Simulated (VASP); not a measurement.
# TcIr (P-6m2) in VASP: single point with LDA

Aim: the single point of TcIr with LDA.

All numbers are computed with VASP 6.6.1; they aren't measurements. Logs are shortened: lines on timing, memory, paths and dates and some standing lists are left out, and cuts for length are marked.

### Step 1. The cell of the first run

Symmetry: P-6m2, No. 187, hexagonal system. Conventional cell: a = 2.740 Å, b = 2.740 Å, c = 4.355 Å, α = 90.00°, β = 90.00°, γ = 120.00°. Within 3.5 Å of Tc (site symmetry -6m2) lie 6 Ir at 2.69 Å and 6 Tc at 2.74 Å. Within 3.5 Å of Ir (site symmetry -6m2) lie 6 Tc at 2.69 Å and 6 Ir at 2.74 Å.

### Step 2. Single point, LDA, non-collinear spin, zero start, spin-orbit coupling

Contents of INCAR:

```
SYSTEM = TcIr
  PREC = Accurate
  ENCUT = 520
  EDIFF = 1E-7
  ISMEAR = -1
  SIGMA = 0.1
  LREAL = .FALSE.
  LASPH = .TRUE.
  NELM = 150
  ALGO = Normal
  ISIF = 2
  LWAVE = .FALSE.
  LCHARG = .FALSE.
  LNONCOLLINEAR = .TRUE.
  MAGMOM = 0 0 0 0 0 0
  LORBIT = 11
  LSORBIT = .TRUE.
  GGA_COMPAT = .FALSE.
  LORBMOM = .TRUE.
  LMAXMIX = 4
  NBANDS = 34
```

Contents of KPOINTS:

```
Automatic mesh
0
G
  14 14 8
  0 0 0
```

Contents of POSCAR:

```
TcIr
1.0
    2.7399060000      0.0000000000      0.0000000000
   -1.3699530000      2.3728280000      0.0000000000
    0.0000000000      0.0000000000      4.3554610000
Tc Ir
1 1
Direct
    0.3333333333      0.6666666667      0.0000000000
    0.6666666667      0.3333333333      0.5000000000
```

Potentials or basis: VASP PAW LDA potentials, release 64 (Tc_pv, Ir).

Run with:

```sh
$ cat potpaw_LDA.64/Tc_pv/POTCAR potpaw_LDA.64/Ir/POTCAR > POTCAR
$ mpirun -np 1 vasp_ncl > vasp.out
```

OUTCAR:

```text
SYSTEM = TcIr
   PREC = Accurate
   ENCUT = 520
   EDIFF = 1E-7
   ISMEAR = -1
   LREAL = .FALSE.
   LASPH = .TRUE.
   NELM = 150
   ISIF = 2
   LNONCOLLINEAR = .TRUE.
   LORBIT = 11
   LSORBIT = .TRUE.

 ion  position               nearest neighbor table
   1  0.333  0.667  0.000-   2 2.69   2 2.69   2 2.69   2 2.69   2 2.69   2 2.69
   2  0.667  0.333  0.500-   1 2.69   1 2.69   1 2.69   1 2.69   1 2.69   1 2.69

  LATTYP: Found a hexagonal cell.
 ALAT       =     2.7399060000
 C/A-ratio  =     1.5896388416

  Lattice vectors:

 A1 = (   2.7399060000,   0.0000000000,   0.0000000000)
 A2 = (  -1.3699530000,   2.3728280000,   0.0000000000)
 A3 = (   0.0000000000,   0.0000000000,   4.3554610000)

Analysis of symmetry for initial positions (statically):
=====================================================================
 Subroutine PRICEL returns:
 Original cell was already a primitive cell.

 Routine SETGRP: Setting up the symmetry group for a
 hexagonal supercell.

 Subroutine GETGRP returns: Found 12 space group operations
 (whereof 12 operations were pure point group operations)
 out of a pool of 24 trial point group operations.

The static configuration has the point symmetry D_3h.

Analysis of symmetry for dynamics (positions and initial velocities):
=====================================================================
 Subroutine PRICEL returns:
 Original cell was already a primitive cell.

 Routine SETGRP: Setting up the symmetry group for a
 hexagonal supercell.

 Subroutine GETGRP returns: Found 12 space group operations
 (whereof 12 operations were pure point group operations)
 out of a pool of 24 trial point group operations.

The dynamic configuration has the point symmetry D_3h.

Analysis of structural, dynamic, and magnetic symmetry:
=====================================================================
 Subroutine PRICEL returns:
 Original cell was already a primitive cell.

 Routine SETGRP: Setting up the symmetry group for a
 hexagonal supercell.

 Subroutine GETGRP returns: Found 12 space group operations
 (whereof 12 operations were pure point group operations)
 out of a pool of 24 trial point group operations.

The overall configuration has the point symmetry D_3h.

 Subroutine INISYM returns: Found 12 space group operations
 (whereof 12 operations are pure point group operations),
 and found     1 'primitive' translations

----------------------------------------------------------------------------------------

                                     Primitive cell

  volume of cell :      28.3163

  direct lattice vectors                    reciprocal lattice vectors
     2.739906000  0.000000000  0.000000000     0.364976025  0.210719024  0.000000000
    -1.369953000  2.372828000  0.000000000     0.000000000  0.421438048  0.000000000
     0.000000000  0.000000000  4.355461000     0.000000000  0.000000000  0.229596821

  length of vectors
     2.739906000  2.739905827  4.355461000     0.421438021  0.421438048  0.229596821

  position of ions in fractional coordinates (direct lattice)
     0.333333333  0.666666667  0.000000000
     0.666666667  0.333333333  0.500000000

  ion indices of the primitive-cell ions
   primitive index   ion index
                 1           1
                 2           2

----------------------------------------------------------------------------------------

 KPOINTS: Automatic mesh

Automatic generation of k-mesh.
 Grid dimensions read from file:
 generate k-points for:   14   14    8

 Generating k-lattice:

  Cartesian coordinates                     Fractional coordinates (reciprocal lattice)
     0.026069716  0.015051359  0.000000000     0.071428571  0.000000000  0.000000000
     0.000000000  0.030102718  0.000000000     0.000000000  0.071428571  0.000000000
     0.000000000  0.000000000  0.028699603     0.000000000  0.000000000  0.125000000

  Length of vectors
     0.030102716  0.030102718  0.028699603
[... 95 lines left out ...]

 Free energy of the ion-electron system (eV)
  ---------------------------------------------------
  ext. energy  EPLUGINS =         0.00000000
  ---------------------------------------------------
  free energy    TOTEN  =       -23.00662096 eV

  energy without entropy =      -22.95946398  energy(sigma->0) =      -22.98304247

 E-fermi :  11.6607     XC(G=0): -14.1168

 val. band max:       11.6474716243   @ k =  -0.2857  -0.2143  -0.2500
 cond. band min:      11.6756944935   @ k =   0.0000   0.0000   0.3750
 fundamental gap:      0.0282228691
 Fermi energy:        11.6607252624

 k-point     1 :       0.0000    0.0000    0.0000
  band No.  band energies     occupation
      1     -29.0356      1.00000
      2     -29.0356      1.00000
      3     -26.2952      1.00000
      4     -26.2952      1.00000
      5     -25.8667      1.00000
      6     -25.8667      1.00000
[... 877 lines left out ...]
     33      22.6924      0.00000
     34      23.0193      0.00000

 [... further k-points ...]

------------------------ aborting loop because EDIFF is reached ----------------------------------------

  FORCE on cell =-STRESS in cart. coord.  units (eV):
  Direction    XX          YY          ZZ          XY          YZ          ZX
  --------------------------------------------------------------------------------------
  -------------------------------------------------------------------------------------
  Total       -1.7139629     -1.7139626     -1.8098444      0.0000000      0.0000000      0.0000000
  in kB      -96.9786072    -96.9785909   -102.4037275      0.0000000      0.0000000      0.0000000
  external PRESSURE =     -98.7869752 kB  Pullay stress =       0.0000000 kB

 VOLUME and BASIS-vectors are now :
 -----------------------------------------------------------------------------
  energy-cutoff  :      520.00
  volume of cell :       28.32
      direct lattice vectors                 reciprocal lattice vectors
     2.739906000  0.000000000  0.000000000     0.364976025  0.210719024  0.000000000
    -1.369953000  2.372828000  0.000000000     0.000000000  0.421438048  0.000000000
     0.000000000  0.000000000  4.355461000     0.000000000  0.000000000  0.229596821

 POSITION                                       TOTAL-FORCE (eV/Angst)
 -----------------------------------------------------------------------------------
     -0.00000      1.58189      0.00000         0.000000      0.000000      0.000000
      1.36995      0.79094      2.17773        -0.000000     -0.000000      0.000000
 -----------------------------------------------------------------------------------
    total drift:                                0.000000     -0.000001      0.000000

  FREE ENERGIE OF THE ION-ELECTRON SYSTEM (eV)
  ---------------------------------------------------
  free  energy   TOTEN  =       -23.0066209579 eV

  energy  without entropy=      -22.9594639765  energy(sigma->0) =      -22.98304247

 orbital moment (x)

 # of ion     p       d       tot
 ----------------------------------------
  1        -0.000   0.000   0.000
  2         0.000  -0.000  -0.000
 ----------------------------------------
           -0.000  -0.000  -0.000

 orbital moment (y)

 # of ion     p       d       tot
 ----------------------------------------
  1         0.000  -0.000  -0.000
  2        -0.000   0.000   0.000
 ----------------------------------------
            0.000  -0.000  -0.000

 orbital moment (z)

 # of ion     p       d       tot
 ----------------------------------------
  1         0.000   0.000   0.000
  2         0.000   0.000   0.000
 ----------------------------------------
            0.000   0.000   0.000

 Spin-Orbit-Coupling matrix elements

 Ion:    1  E_soc:     -0.1965850
 l=   1
     0.0000000    -0.0273486    -0.0271957
    -0.0273486     0.0000000    -0.0273486
    -0.0271957    -0.0273486     0.0000000
 l=   2
     0.0000000    -0.0011218     0.0000000    -0.0011218    -0.0047138
    -0.0011218     0.0000000    -0.0029469    -0.0013046    -0.0011218
     0.0000000    -0.0029469     0.0000000    -0.0029469     0.0000000
    -0.0011218    -0.0013046    -0.0029469     0.0000000    -0.0011218
    -0.0047138    -0.0011218     0.0000000    -0.0011218     0.0000000
 l=   3
     0.0000000     0.0000000     0.0000000     0.0000000     0.0000000     0.0000000     0.0000000
     0.0000000     0.0000000     0.0000000     0.0000000     0.0000000     0.0000000     0.0000000
     0.0000000     0.0000000     0.0000000     0.0000000     0.0000000     0.0000000     0.0000000
     0.0000000     0.0000000     0.0000000     0.0000000     0.0000000     0.0000000     0.0000000
     0.0000000     0.0000000     0.0000000     0.0000000     0.0000000     0.0000000     0.0000000
     0.0000000     0.0000000     0.0000000     0.0000000     0.0000000     0.0000000     0.0000000
     0.0000000     0.0000000     0.0000000     0.0000000     0.0000000     0.0000000     0.0000000

 Ion:    2  E_soc:     -0.7810700
 l=   1
     0.0000000    -0.0419813    -0.0402829
    -0.0419813     0.0000000    -0.0419813
    -0.0402829    -0.0419813     0.0000000
 l=   2
     0.0000000    -0.0181605     0.0000000    -0.0181605    -0.0705406
    -0.0181605     0.0000000    -0.0521288    -0.0188493    -0.0181605
     0.0000000    -0.0521288     0.0000000    -0.0521288     0.0000000
    -0.0181605    -0.0188493    -0.0521288     0.0000000    -0.0181605
    -0.0705406    -0.0181605     0.0000000    -0.0181605     0.0000000
 l=   3
     0.0000000     0.0000000     0.0000000     0.0000000     0.0000000     0.0000000     0.0000000
     0.0000000     0.0000000     0.0000000     0.0000000     0.0000000     0.0000000     0.0000000
     0.0000000     0.0000000     0.0000000     0.0000000     0.0000000     0.0000000     0.0000000
     0.0000000     0.0000000     0.0000000     0.0000000     0.0000000     0.0000000     0.0000000
     0.0000000     0.0000000     0.0000000     0.0000000     0.0000000     0.0000000     0.0000000
     0.0000000     0.0000000     0.0000000     0.0000000     0.0000000     0.0000000     0.0000000
     0.0000000     0.0000000     0.0000000     0.0000000     0.0000000     0.0000000     0.0000000

 total charge

# of ion       s       p       d       tot
------------------------------------------
    1        0.455   6.518   5.109  12.081
    2        0.710   0.778   6.973   8.461
--------------------------------------------------
tot          1.165   7.296  12.082  20.543

 magnetization (x)

# of ion       s       p       d       tot
------------------------------------------
    1        0.000   0.000  -0.000  -0.000
    2        0.000   0.000   0.000   0.000
--------------------------------------------------
tot          0.000   0.000  -0.000  -0.000

 magnetization (y)

# of ion       s       p       d       tot
------------------------------------------
    1        0.000   0.000   0.000   0.000
    2        0.000   0.000  -0.000   0.000
--------------------------------------------------
tot          0.000   0.000   0.000   0.000

 magnetization (z)

# of ion       s       p       d       tot
------------------------------------------
    1        0.000  -0.000   0.000   0.000
    2       -0.000   0.000   0.000   0.000
--------------------------------------------------
tot         -0.000   0.000   0.000   0.000
```

Wall time 2.8 min (1 thread of Intel Xeon Platinum 8559C (Emerald Rapids), shared host); peak memory 0.37 GiB.

What came out:

* Free energy: -23.0066 eV
* Pressure: -9.9 GPa
* Net moment: 0.00 μB per cell
* Valence electrons inside the program's atomic spheres: Tc 12.08; Ir 8.46

Stress tensor (GPa, compression positive):
```
 -9.70   0.00   0.00
  0.00  -9.70   0.00
  0.00   0.00 -10.24
```

Moments on the atoms (μB; x, y, z):
```
Tc  0.00 0.00 0.00
Ir  0.00 0.00 0.00
```

Caveat: the cell stands under tension.
